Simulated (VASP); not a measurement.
# GaP (F-43m) in VASP: further runs

GaP is run at these levels: PBE; tasks: single point, relaxation of cell and atoms.

Program: VASP 6.6.1. These are calculated values, not measurements. Logs are shortened: lines on timing, memory, paths and dates and some standing lists are left out, and cuts for length are marked.

**Experimental background.**

From “Stacking defects in GaP nanowires: Electronic structure and optical properties”, 2018, arxiv:1810.01194, for a bulk crystal of GaP at 10 K: band gap 2.34 eV (indirect).

The results are compared with them further down.

## Step 1: The cell of the first run

The structure is cubic, space group F-43m (No. 216). Conventional cell: a = 5.505 Å, b = 5.505 Å, c = 5.505 Å, α = 90.00°, β = 90.00°, γ = 90.00°. Ga (site symmetry -43m) has 4 P at 2.38 Å within 3.1 Å. Within 3.1 Å of P (site symmetry -43m) lie 4 Ga at 2.38 Å.

## Step 2: Single point, PBE

Input file INCAR:

```
SYSTEM = GaP
PREC = Accurate ; ENCUT = 520
EDIFF = 1E-7 ; ISMEAR = 0
SIGMA = 0.05 ; LREAL = .False.
LASPH = .True. ; NELM = 100
ALGO = Normal ; ISIF = 2
LWAVE = .False. ; LCHARG = .False.
GGA = PE ; NBANDS = 16
```

Input file KPOINTS:

```
regular mesh
0
Gamma
  10 10 10
  0 0 0
```

Input file POSCAR:

```
GaP
1.0
    0.0000000000      2.7525368112      2.7525368112
    2.7525368112      0.0000000000      2.7525368112
    2.7525368112      2.7525368112      0.0000000000
Ga P
1 1
Direct
    0.0000000000      0.0000000000      0.0000000000
    0.7500000000      0.7500000000      0.7500000000
```

Potentials or basis: VASP PAW PBE potentials, release 64 (Ga_d, P).

The run is started by

```bash
cat potpaw_PBE.64/Ga_d/POTCAR potpaw_PBE.64/P/POTCAR > POTCAR
mpirun -np 1 vasp_std > vasp.out
```

OUTCAR:

```text
SYSTEM = GaP
   PREC = Accurate
   ENCUT = 520
   EDIFF = 1E-7
   ISMEAR = 0
   LREAL = .False.
   LASPH = .True.
   NELM = 100
   ISIF = 2
   GGA = PE

 ion  position               nearest neighbor table
   1  0.000  0.000  0.000-   2 2.38   2 2.38   2 2.38   2 2.38
   2  0.750  0.750  0.750-   1 2.38   1 2.38   1 2.38   1 2.38

  LATTYP: Found a face centered cubic cell.
 ALAT       =     5.5050736224

  Lattice vectors:

 A1 = (   0.0000000000,   2.7525368112,   2.7525368112)
 A2 = (   2.7525368112,   0.0000000000,   2.7525368112)
 A3 = (   2.7525368112,   2.7525368112,   0.0000000000)

Analysis of symmetry for initial positions (statically):
=====================================================================
 Subroutine PRICEL returns:
 Original cell was already a primitive cell.

 Routine SETGRP: Setting up the symmetry group for a
 face centered cubic supercell.

 Subroutine GETGRP returns: Found 24 space group operations
 (whereof 24 operations were pure point group operations)
 out of a pool of 48 trial point group operations.

The static configuration has the point symmetry T_d .

Analysis of symmetry for dynamics (positions and initial velocities):
=====================================================================
 Subroutine PRICEL returns:
 Original cell was already a primitive cell.

 Routine SETGRP: Setting up the symmetry group for a
 face centered cubic supercell.

 Subroutine GETGRP returns: Found 24 space group operations
 (whereof 24 operations were pure point group operations)
 out of a pool of 48 trial point group operations.

The dynamic configuration has the point symmetry T_d .

 Subroutine INISYM returns: Found 24 space group operations
 (whereof 24 operations are pure point group operations),
 and found     1 'primitive' translations

----------------------------------------------------------------------------------------

                                     Primitive cell

  volume of cell :      41.7090

  direct lattice vectors                    reciprocal lattice vectors
     0.000000000  2.752536811  2.752536811    -0.181650613  0.181650613  0.181650613
     2.752536811  0.000000000  2.752536811     0.181650613 -0.181650613  0.181650613
     2.752536811  2.752536811  0.000000000     0.181650613  0.181650613 -0.181650613

  length of vectors
     3.892674889  3.892674889  3.892674889     0.314628092  0.314628092  0.314628092

  position of ions in fractional coordinates (direct lattice)
     0.000000000  0.000000000  0.000000000
     0.750000000  0.750000000  0.750000000

  ion indices of the primitive-cell ions
   primitive index   ion index
                 1           1
                 2           2

----------------------------------------------------------------------------------------

 KPOINTS: regular mesh

Automatic generation of k-mesh.
 Grid dimensions read from file:
 generate k-points for:   10   10   10

 Generating k-lattice:

  Cartesian coordinates                     Fractional coordinates (reciprocal lattice)
    -0.018165061  0.018165061  0.018165061     0.100000000  0.000000000  0.000000000
     0.018165061 -0.018165061  0.018165061     0.000000000  0.100000000  0.000000000
     0.018165061  0.018165061 -0.018165061     0.000000000  0.000000000  0.100000000

  Length of vectors
     0.031462809  0.031462809  0.031462809

  Shift w.r.t. Gamma in fractional coordinates (k-lattice)
     0.000000000  0.000000000  0.000000000

 Subroutine IBZKPT returns following result:
 ===========================================

 Found     47 irreducible k-points:

 Following reciprocal coordinates:
            Coordinates               Weight
  0.000000  0.000000  0.000000      1.000000
  0.100000  0.000000  0.000000      8.000000
  0.200000  0.000000  0.000000      8.000000
  0.300000  0.000000  0.000000      8.000000
  0.400000  0.000000  0.000000      8.000000
  0.500000  0.000000  0.000000      4.000000
[... 16 lines left out ...]
  0.300000  0.300000  0.000000      6.000000
  0.400000  0.300000  0.000000     24.000000
 [... further k-points ...]
   k-points           NKPTS =     47   k-points in BZ     NKDIM =     47   number of bands    NBANDS=     16
   number of dos      NEDOS =    301   number of ions     NIONS =      2
   total plane-waves  NPLWV =  27000
   dimension x,y,z NGX =    30 NGY =   30 NGZ =   30
   dimension x,y,z NGXF=    60 NGYF=   60 NGZF=   60
   ions per type =               1   1
   NGX,Y,Z   is equivalent  to a cutoff of  12.81, 12.81, 12.81 a.u.
   NGXF,Y,Z  is equivalent  to a cutoff of  25.62, 25.62, 25.62 a.u.
 SYSTEM =  GaP
   PREC   = accura    normal or accurate (medium, high low for compatibility)
   ISTART =      0    job   : 0-new  1-cont  2-samecut
   ICHARG =      2    charge: 1-file 2-atom 10-const
   ISPIN  =      1    spin polarized calculation?
   LNONCOLLINEAR =      F non collinear calculations
   LSORBIT =      F    spin-orbit coupling
   LASPH  =      T    aspherical Exc in radial PAW
   ENCUT  =  520.0 eV  38.22 Ry    6.18 a.u.   7.24  7.24  7.24*2*pi/ulx,y,z
   NELM   =    100;   NELMIN=  2; NELMDL= -5     # of ELM steps
   EDIFF  = 0.1E-06   stopping-criterion for ELM
   LREAL  =      F    real-space projection
   EDIFFG = 0.1E-05   stopping-criterion for IOM
   NSW    =      0    number of steps for IOM
   IBRION =     -1    ionic relax: 0-MD 1-quasi-New 2-CG
   NFREE  =      0    steps in history (QN), initial steepest desc. (CG)
   ISIF   =      2    stress and relaxation
   ISYM   =      2    0-nonsym 1-usesym 2-fastsym
   POTIM  = 0.5000    time-step for ionic-motion
   TEBEG  =    0.0;   TEEND  =   0.0 temperature during run
   PSTRESS=    0.0 pullay stress
   NELECT =      18.0000    total number of electrons
   NUPDOWN=      -1.0000    fix difference up-down
   EMIN   =  10.00;   EMAX   =-10.00  energy-range for DOS
   EFERMI =   0.00;   METHOD = LEGACY
   ISMEAR =     0;   SIGMA  =   0.05  broadening in eV -4-tet -1-fermi 0-gaus
   EFERMI_NEDOS =   21; number of points for ismear=-14 and -15
   IALGO  =     38    algorithm
   IMIX   =      4    mixing-type and parameters
     AMIX     =   0.40;   BMIX     =  1.00
     AMIX_MAG =   1.60;   BMIX_MAG =  1.00
  volume/ion in A,a.u.               =      20.85       140.73
  Fermi-wavevector in a.u.,A,eV,Ry     =   1.237150  2.337875 20.824279  1.530541
  Thomas-Fermi vector in A             =   2.371730
   LORBIT       =      0    0 simple, 1 ext, 2 COOP (PROOUT), +10 PAW based schemes
   GGA     = PE    functional components
   LHFCALC =     F    Hartree Fock is set to
   AEXX    =    0.0000 exact exchange contribution
   IVDW    =     0    specifies the selected vdW correction
   LEPSILON=     F    determine dielectric tensor
   LRPA    =     F    only Hartree local field effects (RPA)
 non-spin polarized calculation
 Gauss-broadening in eV      SIGMA  =   0.05
  energy-cutoff  :      520.00
  volume of cell :       41.71
 maximum number of plane-waves:      1158
 NGX is ok and might be reduce to    30
   NGX = 15   NGY = 15   NGZ = 15

 number of electron      18.0000003 magnetization

 Free energy of the ion-electron system (eV)
  ---------------------------------------------------
  ext. energy  EPLUGINS =         0.00000000
  ---------------------------------------------------
  free energy    TOTEN  =        -9.12760780 eV

  energy without entropy =       -9.12760780  energy(sigma->0) =       -9.12760780

 E-fermi :   4.5494     XC(G=0):  -9.6978

 val. band max:        4.3510204756   @ k =   0.0000   0.0000   0.0000
 cond. band min:       5.9313811890   @ k =   0.0000   0.0000   0.0000
 fundamental gap:      1.5803607133
 Fermi energy:         4.5494475629

 k-point     1 :       0.0000    0.0000    0.0000
  band No.  band energies     occupation
      1     -10.1516      2.00000
      2     -10.1516      2.00000
      3     -10.1516      2.00000
      4     -10.0607      2.00000
      5     -10.0607      2.00000
      6      -7.9197      2.00000
[... 8 lines left out ...]
     15      14.0971      0.00000
     16      14.0971      0.00000

 k-point     2 :       0.1000    0.0000    0.0000
  band No.  band energies     occupation
      1     -10.1594      2.00000
      2     -10.1488      2.00000
      3     -10.1488      2.00000
      4     -10.0607      2.00000
      5     -10.0607      2.00000
      6      -7.7947      2.00000
[... 8 lines left out ...]
     15      13.6424      0.00000
     16      13.6424      0.00000

 k-point     3 :       0.2000    0.0000    0.0000
  band No.  band energies     occupation
      1     -10.1786      2.00000
      2     -10.1420      2.00000
      3     -10.1420      2.00000
      4     -10.0603      2.00000
      5     -10.0603      2.00000
      6      -7.4324      2.00000
[... 8 lines left out ...]
     15      13.2299      0.00000
     16      14.3538      0.00000

 k-point     4 :       0.3000    0.0000    0.0000
  band No.  band energies     occupation
      1     -10.2007      2.00000
      2     -10.1349      2.00000
      3     -10.1349      2.00000
      4     -10.0583      2.00000
      5     -10.0583      2.00000
      6      -6.8793      2.00000
[... 8 lines left out ...]
     15      13.6196      0.00000
     16      14.0106      0.00000

 k-point     5 :       0.4000    0.0000    0.0000
  band No.  band energies     occupation
      1     -10.2175      2.00000
      2     -10.1305      2.00000
      3     -10.1305      2.00000
      4     -10.0555      2.00000
      5     -10.0555      2.00000
      6      -6.2668      2.00000
[... 8 lines left out ...]
     15      14.8129      0.00000
     16      14.8129      0.00000

 k-point     6 :       0.5000    0.0000    0.0000
  band No.  band energies     occupation
      1     -10.2237      2.00000
      2     -10.1291      2.00000
      3     -10.1291      2.00000
      4     -10.0540      2.00000
      5     -10.0540      2.00000
      6      -5.9505      2.00000
[... 8 lines left out ...]
     15      15.9416      0.00000
     16      15.9416      0.00000

 k-point     7 :       0.1000    0.1000    0.0000
  band No.  band energies     occupation
      1     -10.1647      2.00000
      2     -10.1462      2.00000
      3     -10.1462      2.00000
      4     -10.0630      2.00000
      5     -10.0588      2.00000
      6      -7.7532      2.00000
[... 8 lines left out ...]
     15      13.8616      0.00000
     16      14.2519      0.00000

 k-point     8 :       0.2000    0.1000    0.0000
  band No.  band energies     occupation
      1     -10.1804      2.00000
      2     -10.1406      2.00000
      3     -10.1393      2.00000
      4     -10.0650      2.00000
      5     -10.0570      2.00000
      6      -7.4697      2.00000
[... 8 lines left out ...]
     15      14.1238      0.00000
     16      14.8448      0.00000

 k-point     9 :       0.3000    0.1000    0.0000
  band No.  band energies     occupation
      1     -10.1995      2.00000
      2     -10.1346      2.00000
      3     -10.1318      2.00000
      4     -10.0650      2.00000
      5     -10.0549      2.00000
      6      -6.9766      2.00000
[... 8 lines left out ...]
     15      14.3327      0.00000
     16      14.9019      0.00000
[... 172 lines left out ...]
 k-point    19 :       0.5000    0.2000    0.0000
  band No.  band energies     occupation
      1     -10.2297      2.00000
      2     -10.1217      2.00000
      3     -10.1153      2.00000
      4     -10.0679      2.00000
      5     -10.0510      2.00000
      6      -5.7496      2.00000
[... 8 lines left out ...]
     15      15.9797      0.00000
     16      16.8743      0.00000

 k-point    20 :      -0.4000    0.2000    0.0000
  band No.  band energies     occupation
      1     -10.2282      2.00000
      2     -10.1233      2.00000
      3     -10.1168      2.00000
      4     -10.0624      2.00000
      5     -10.0556      2.00000
      6      -5.6563      2.00000
[... 8 lines left out ...]
     15      14.3459      0.00000
     16      16.7161      0.00000

 k-point    21 :      -0.3000    0.2000    0.0000
  band No.  band energies     occupation
      1     -10.2197      2.00000
      2     -10.1256      2.00000
      3     -10.1221      2.00000
      4     -10.0610      2.00000
      5     -10.0584      2.00000
      6      -6.1045      2.00000
[... 8 lines left out ...]
     15      15.1911      0.00000
     16      17.0269      0.00000

 k-point    22 :      -0.2000    0.2000    0.0000
  band No.  band energies     occupation
      1     -10.2062      2.00000
      2     -10.1304      2.00000
      3     -10.1294      2.00000
      4     -10.0637      2.00000
      5     -10.0568      2.00000
      6      -6.6895      2.00000
[... 8 lines left out ...]
     15      15.5075      0.00000
     16      16.2454      0.00000

 k-point    23 :       0.3000    0.3000    0.0000
  band No.  band energies     occupation
      1     -10.2269      2.00000
      2     -10.1137      2.00000
      3     -10.1137      2.00000
      4     -10.0800      2.00000
      5     -10.0478      2.00000
      6      -6.5170      2.00000
[... 8 lines left out ...]
     15      15.4187      0.00000
     16      17.9118      0.00000

 k-point    24 :       0.4000    0.3000    0.0000
  band No.  band energies     occupation
      1     -10.2379      2.00000
      2     -10.1084      2.00000
      3     -10.1065      2.00000
      4     -10.0823      2.00000
      5     -10.0459      2.00000
      6      -6.0207      2.00000
[... 8 lines left out ...]
     15      16.0527      0.00000
     16      17.9010      0.00000

 [... further k-points ...]

------------------------ aborting loop because EDIFF is reached ----------------------------------------

  FORCE on cell =-STRESS in cart. coord.  units (eV):
  Direction    XX          YY          ZZ          XY          YZ          ZX
  --------------------------------------------------------------------------------------
  -------------------------------------------------------------------------------------
  Total        0.0103622      0.0103622      0.0103622      0.0000000      0.0000000     -0.0000000
  in kB        0.3980475      0.3980475      0.3980475      0.0000000      0.0000000     -0.0000000
  external PRESSURE =       0.3980475 kB  Pullay stress =       0.0000000 kB

 VOLUME and BASIS-vectors are now :
 -----------------------------------------------------------------------------
  energy-cutoff  :      520.00
  volume of cell :       41.71
      direct lattice vectors                 reciprocal lattice vectors
     0.000000000  2.752536811  2.752536811    -0.181650613  0.181650613  0.181650613
     2.752536811  0.000000000  2.752536811     0.181650613 -0.181650613  0.181650613
     2.752536811  2.752536811  0.000000000     0.181650613  0.181650613 -0.181650613

 POSITION                                       TOTAL-FORCE (eV/Angst)
 -----------------------------------------------------------------------------------
      0.00000      0.00000      0.00000        -0.000000     -0.000000     -0.000000
      4.12881      4.12881      4.12881         0.000000      0.000000      0.000000
 -----------------------------------------------------------------------------------
    total drift:                               -0.000002     -0.000002     -0.000002

  FREE ENERGIE OF THE ION-ELECTRON SYSTEM (eV)
  ---------------------------------------------------
  free  energy   TOTEN  =        -9.1276078009 eV

  energy  without entropy=       -9.1276078009  energy(sigma->0) =       -9.12760780
```

Wall time 29 s (1 thread of Intel Xeon Platinum 8375C at 2.90GHz (Ice Lake), shared host); peak memory 0.18 GiB.

What came out:

```
Free energy            : -9.1276 eV
Pressure               : 0.0 GPa
Band gap on the k mesh : 1.58 eV, direct
```

(Continued in part 2 of 2.)
